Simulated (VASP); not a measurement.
# MgO (Fm-3m) in VASP: single point with PBE

Aim: the single point of MgO with PBE.

Everything below comes from runs of VASP 6.6.1. Logs are shortened: lines on timing, memory, paths and dates and some standing lists are left out, and cuts for length are marked.

## 1. The cell of the first run

It takes space group Fm-3m (No. 225, cubic). The conventional cell has a = 4.222 Å, b = 4.222 Å, c = 4.222 Å, α = 90.00°, β = 90.00°, γ = 90.00°. Within 2.8 Å of Mg (site symmetry m-3m) lie 6 O at 2.11 Å. O (site symmetry m-3m) has 6 Mg at 2.11 Å within 2.8 Å.

## 2. Single point, PBE

The input, INCAR:

```
SYSTEM = MgO
ALGO = Normal
EDIFF = 1E-6
ENCUT = 840
GGA = PE
GGA_COMPAT = .False.
ISIF = 2
ISMEAR = -1
LASPH = .True.
LCHARG = .True.
LELF = .True.
LREAL = .False.
LVHAR = .True.
LWAVE = .False.
NBANDS = 15
NELM = 120
PREC = Accurate
SIGMA = 0.1
```

The input, KPOINTS:

```
k-points
0
Gamma
  8 8 8
  0 0 0
```

The input, POSCAR:

```
MgO
1.0
    0.0000000000      2.1110000000      2.1110000000
    2.1110000000      0.0000000000      2.1110000000
    2.1110000000      2.1110000000      0.0000000000
Mg O
1 1
Direct
    0.0000000000      0.0000000000      0.0000000000
    0.5000000000      0.5000000000      0.5000000000
```

Potentials or basis: VASP PAW PBE potentials, release 64 (Mg_sv, O).

Started as:

```bash
> cat potpaw_PBE.64/Mg_sv/POTCAR potpaw_PBE.64/O/POTCAR > POTCAR
> mpirun -np 1 vasp_std > vasp.out
```

OUTCAR:

```text
SYSTEM = MgO
   EDIFF = 1E-6
   ENCUT = 840
   GGA = PE
   ISIF = 2
   ISMEAR = -1
   LASPH = .True.
   LREAL = .False.
   NELM = 120
   PREC = Accurate

 ion  position               nearest neighbor table
   1  0.000  0.000  0.000-   2 2.11   2 2.11   2 2.11   2 2.11   2 2.11   2 2.11
   2  0.500  0.500  0.500-   1 2.11   1 2.11   1 2.11   1 2.11   1 2.11   1 2.11

  LATTYP: Found a face centered cubic cell.
 ALAT       =     4.2220000000

  Lattice vectors:

 A1 = (   0.0000000000,   2.1110000000,   2.1110000000)
 A2 = (   2.1110000000,   0.0000000000,   2.1110000000)
 A3 = (   2.1110000000,   2.1110000000,   0.0000000000)

Analysis of symmetry for initial positions (statically):
=====================================================================
 Subroutine PRICEL returns:
 Original cell was already a primitive cell.

 Routine SETGRP: Setting up the symmetry group for a
 face centered cubic supercell.

 Subroutine GETGRP returns: Found 48 space group operations
 (whereof 48 operations were pure point group operations)
 out of a pool of 48 trial point group operations.

The static configuration has the point symmetry O_h .

Analysis of symmetry for dynamics (positions and initial velocities):
=====================================================================
 Subroutine PRICEL returns:
 Original cell was already a primitive cell.

 Routine SETGRP: Setting up the symmetry group for a
 face centered cubic supercell.

 Subroutine GETGRP returns: Found 48 space group operations
 (whereof 48 operations were pure point group operations)
 out of a pool of 48 trial point group operations.

The dynamic configuration has the point symmetry O_h .

 Subroutine INISYM returns: Found 48 space group operations
 (whereof 48 operations are pure point group operations),
 and found     1 'primitive' translations

----------------------------------------------------------------------------------------

                                     Primitive cell

  volume of cell :      18.8146

  direct lattice vectors                    reciprocal lattice vectors
     0.000000000  2.111000000  2.111000000    -0.236854571  0.236854571  0.236854571
     2.111000000  0.000000000  2.111000000     0.236854571 -0.236854571  0.236854571
     2.111000000  2.111000000  0.000000000     0.236854571  0.236854571 -0.236854571

  length of vectors
     2.985404830  2.985404830  2.985404830     0.410244151  0.410244151  0.410244151

  position of ions in fractional coordinates (direct lattice)
     0.000000000  0.000000000  0.000000000
     0.500000000  0.500000000  0.500000000

  ion indices of the primitive-cell ions
   primitive index   ion index
                 1           1
                 2           2

----------------------------------------------------------------------------------------

 KPOINTS: k-points

Automatic generation of k-mesh.
 Grid dimensions read from file:
 generate k-points for:    8    8    8

 Generating k-lattice:

  Cartesian coordinates                     Fractional coordinates (reciprocal lattice)
    -0.029606821  0.029606821  0.029606821     0.125000000  0.000000000  0.000000000
     0.029606821 -0.029606821  0.029606821     0.000000000  0.125000000  0.000000000
     0.029606821  0.029606821 -0.029606821     0.000000000  0.000000000  0.125000000

  Length of vectors
     0.051280519  0.051280519  0.051280519

  Shift w.r.t. Gamma in fractional coordinates (k-lattice)
     0.000000000  0.000000000  0.000000000

 Subroutine IBZKPT returns following result:
 ===========================================

 Found     29 irreducible k-points:

 Following reciprocal coordinates:
            Coordinates               Weight
  0.000000  0.000000  0.000000      1.000000
  0.125000  0.000000  0.000000      8.000000
  0.250000  0.000000  0.000000      8.000000
  0.375000  0.000000  0.000000      8.000000
  0.500000  0.000000  0.000000      4.000000
  0.125000  0.125000  0.000000      6.000000
[... 16 lines left out ...]
  0.500000  0.250000  0.125000     48.000000
 -0.375000  0.250000  0.125000     24.000000
 [... further k-points ...]
   k-points           NKPTS =     29   k-points in BZ     NKDIM =     29   number of bands    NBANDS=     15
   number of dos      NEDOS =    301   number of ions     NIONS =      2
   total plane-waves  NPLWV =  21952
   dimension x,y,z NGX =    28 NGY =   28 NGZ =   28
   dimension x,y,z NGXF=    56 NGYF=   56 NGZF=   56
   ions per type =               1   1
   NGX,Y,Z   is equivalent  to a cutoff of  15.59, 15.59, 15.59 a.u.
   NGXF,Y,Z  is equivalent  to a cutoff of  31.18, 31.18, 31.18 a.u.
 SYSTEM =  MgO
   PREC   = accura    normal or accurate (medium, high low for compatibility)
   ISTART =      0    job   : 0-new  1-cont  2-samecut
   ICHARG =      2    charge: 1-file 2-atom 10-const
   ISPIN  =      1    spin polarized calculation?
   LNONCOLLINEAR =      F non collinear calculations
   LSORBIT =      F    spin-orbit coupling
   LASPH  =      T    aspherical Exc in radial PAW
   ENCUT  =  840.0 eV  61.74 Ry    7.86 a.u.   7.06  7.06  7.06*2*pi/ulx,y,z
   NELM   =    120;   NELMIN=  2; NELMDL= -5     # of ELM steps
   EDIFF  = 0.1E-05   stopping-criterion for ELM
   LREAL  =      F    real-space projection
   EDIFFG = 0.1E-04   stopping-criterion for IOM
   NSW    =      0    number of steps for IOM
   IBRION =     -1    ionic relax: 0-MD 1-quasi-New 2-CG
   NFREE  =      0    steps in history (QN), initial steepest desc. (CG)
   ISIF   =      2    stress and relaxation
   ISYM   =      2    0-nonsym 1-usesym 2-fastsym
   POTIM  = 0.5000    time-step for ionic-motion
   TEBEG  =    0.0;   TEEND  =   0.0 temperature during run
   PSTRESS=    0.0 pullay stress
   NELECT =      16.0000    total number of electrons
   NUPDOWN=      -1.0000    fix difference up-down
   EMIN   =  10.00;   EMAX   =-10.00  energy-range for DOS
   EFERMI =   0.00;   METHOD = LEGACY
   ISMEAR =    -1;   SIGMA  =   0.10  broadening in eV -4-tet -1-fermi 0-gaus
   EFERMI_NEDOS =   21; number of points for ismear=-14 and -15
   IALGO  =     38    algorithm
   IMIX   =      4    mixing-type and parameters
     AMIX     =   0.40;   BMIX     =  1.00
     AMIX_MAG =   1.60;   BMIX_MAG =  1.00
  volume/ion in A,a.u.               =       9.41        63.48
  Fermi-wavevector in a.u.,A,eV,Ry     =   1.551017  2.930997 32.730911  2.405654
  Thomas-Fermi vector in A             =   2.655597
   LORBIT       =      0    0 simple, 1 ext, 2 COOP (PROOUT), +10 PAW based schemes
   GGA     = PE    functional components
   LHFCALC =     F    Hartree Fock is set to
   AEXX    =    0.0000 exact exchange contribution
   IVDW    =     0    specifies the selected vdW correction
   LEPSILON=     F    determine dielectric tensor
   LRPA    =     F    only Hartree local field effects (RPA)
 non-spin polarized calculation
  energy-cutoff  :      840.00
  volume of cell :       18.81
 maximum number of plane-waves:      1056
   NGX = 15   NGY = 15   NGZ = 15

 number of electron      15.9999996 magnetization

 Free energy of the ion-electron system (eV)
  ---------------------------------------------------
  ext. energy  EPLUGINS =         0.00000000
  ---------------------------------------------------
  free energy    TOTEN  =       -11.87870218 eV

  energy without entropy =      -11.87870218  energy(sigma->0) =      -11.87870218

 E-fermi :   5.1620     XC(G=0): -11.3556

 val. band max:        2.8648314042   @ k =   0.0000   0.0000   0.0000
 cond. band min:       7.5362700112   @ k =   0.0000   0.0000   0.0000
 fundamental gap:      4.6714386070
 Fermi energy:         5.1620101054

 k-point     1 :       0.0000    0.0000    0.0000
  band No.  band energies     occupation
      1     -69.4278      2.00000
      2     -36.1534      2.00000
      3     -36.1534      2.00000
      4     -36.1534      2.00000
      5     -14.3478      2.00000
      6       2.8648      2.00000
      7       2.8648      2.00000
      8       2.8648      2.00000
      9       7.5363      0.00000
     10      18.6306      0.00000
     11      18.6306      0.00000
     12      18.6306      0.00000
     13      22.5249      0.00000
     14      24.2979      0.00000
     15      24.2979      0.00000

 k-point     2 :       0.1250    0.0000    0.0000
  band No.  band energies     occupation
      1     -69.4264      2.00000
      2     -36.1657      2.00000
      3     -36.1546      2.00000
      4     -36.1546      2.00000
      5     -14.1822      2.00000
      6       1.9155      2.00000
      7       2.7628      2.00000
      8       2.7628      2.00000
      9       8.4501      0.00000
     10      16.9538      0.00000
     11      18.9859      0.00000
     12      18.9859      0.00000
     13      23.3306      0.00000
     14      23.3306      0.00000
     15      24.6739      0.00000

 k-point     3 :       0.2500    0.0000    0.0000
  band No.  band energies     occupation
      1     -69.4235      2.00000
      2     -36.1958      2.00000
      3     -36.1577      2.00000
      4     -36.1577      2.00000
      5     -13.7534      2.00000
      6       0.2241      2.00000
      7       2.5275      2.00000
      8       2.5275      2.00000
      9       9.8994      0.00000
     10      15.4016      0.00000
     11      19.4720      0.00000
     12      19.4720      0.00000
     13      22.9384      0.00000
     14      22.9384      0.00000
     15      24.7962      0.00000

 k-point     4 :       0.3750    0.0000    0.0000
  band No.  band energies     occupation
      1     -69.4207      2.00000
      2     -36.2254      2.00000
      3     -36.1607      2.00000
      4     -36.1607      2.00000
      5     -13.2723      2.00000
      6      -1.1698      2.00000
      7       2.3058      2.00000
      8       2.3058      2.00000
      9      10.6251      0.00000
     10      15.1846      0.00000
     11      19.2942      0.00000
     12      19.2942      0.00000
     13      24.0177      0.00000
     14      24.2386      0.00000
     15      24.2386      0.00000
[... 307 lines left out ...]
 k-point    22 :       0.3750    0.2500    0.1250
  band No.  band energies     occupation
      1     -69.4215      2.00000
      2     -36.2018      2.00000
      3     -36.1726      2.00000
      4     -36.1622      2.00000
      5     -13.4549      2.00000
      6      -0.1285      2.00000
      7       1.7291      2.00000
      8       2.2566      2.00000
      9      11.2974      0.00000
     10      14.3278      0.00000
     11      17.8958      0.00000
     12      20.3478      0.00000
     13      20.9207      0.00000
     14      25.2328      0.00000
     15      28.6047      0.00000

 k-point    23 :       0.5000    0.2500    0.1250
  band No.  band energies     occupation
      1     -69.4191      2.00000
      2     -36.2173      2.00000
      3     -36.1805      2.00000
      4     -36.1665      2.00000
      5     -13.0828      2.00000
      6      -0.8078      2.00000
      7       1.1610      2.00000
      8       2.0068      2.00000
      9      12.3084      0.00000
     10      14.4753      0.00000
     11      16.7388      0.00000
     12      19.9439      0.00000
     13      22.4834      0.00000
     14      25.1912      0.00000
     15      28.8080      0.00000

 k-point    24 :      -0.3750    0.2500    0.1250
  band No.  band energies     occupation
      1     -69.4181      2.00000
      2     -36.2241      2.00000
      3     -36.1826      2.00000
      4     -36.1690      2.00000
      5     -12.9180      2.00000
      6      -1.0954      2.00000
      7       0.9554      2.00000
      8       1.8888      2.00000
      9      12.4937      0.00000
     10      15.0044      0.00000
     11      16.3114      0.00000
     12      19.6981      0.00000
     13      23.3178      0.00000
     14      24.8642      0.00000
     15      28.9452      0.00000

 [... further k-points ...]

------------------------ aborting loop because EDIFF is reached ----------------------------------------

  FORCE on cell =-STRESS in cart. coord.  units (eV):
  Direction    XX          YY          ZZ          XY          YZ          ZX
  --------------------------------------------------------------------------------------
  -------------------------------------------------------------------------------------
  Total        0.4223595      0.4223595      0.4223595      0.0000000      0.0000000     -0.0000000
  in kB       35.9664949     35.9664949     35.9664949      0.0000000      0.0000000     -0.0000000
  external PRESSURE =      35.9664949 kB  Pullay stress =       0.0000000 kB

 VOLUME and BASIS-vectors are now :
 -----------------------------------------------------------------------------
  energy-cutoff  :      840.00
  volume of cell :       18.81
      direct lattice vectors                 reciprocal lattice vectors
     0.000000000  2.111000000  2.111000000    -0.236854571  0.236854571  0.236854571
     2.111000000  0.000000000  2.111000000     0.236854571 -0.236854571  0.236854571
     2.111000000  2.111000000  0.000000000     0.236854571  0.236854571 -0.236854571

 POSITION                                       TOTAL-FORCE (eV/Angst)
 -----------------------------------------------------------------------------------
      0.00000      0.00000      0.00000         0.000000      0.000000     -0.000000
      2.11100      2.11100      2.11100         0.000000      0.000000      0.000000
 -----------------------------------------------------------------------------------
    total drift:                                0.000000      0.000000      0.000000

  FREE ENERGIE OF THE ION-ELECTRON SYSTEM (eV)
  ---------------------------------------------------
  free  energy   TOTEN  =       -11.8787021772 eV

  energy  without entropy=      -11.8787021772  energy(sigma->0) =      -11.87870218
```

It took 25 s on 1 thread of Intel Xeon Platinum 8375C at 2.90GHz (Ice Lake), shared host; peak memory 0.16 GiB.

What came out:

| Item | Value |
| --- | --- |
| Free energy | -11.8787 eV |
| Pressure | 3.6 GPa |
| Band gap on the k mesh | 4.67 eV |

Levels at points of the mesh, in eV from the valence-band top:
| k point | band 6 | band 7 | band 8 | band 9 | band 10 | band 11 |
| --- | --- | --- | --- | --- | --- | --- |
| (0.00, 0.00, 0.00) | 0.00 | 0.00 | 0.00 | 4.67 | 15.77 | 15.77 |
| (0.50, 0.00, 0.00) | -4.58 | -0.65 | -0.65 | 7.86 | 12.54 | 16.26 |
| (0.50, 0.50, 0.00) | -4.02 | -1.33 | -1.33 | 9.12 | 9.93 | 13.03 |

Caveat: the cell stands under pressure. As with any semilocal functional, this PBE gap is likely too small.
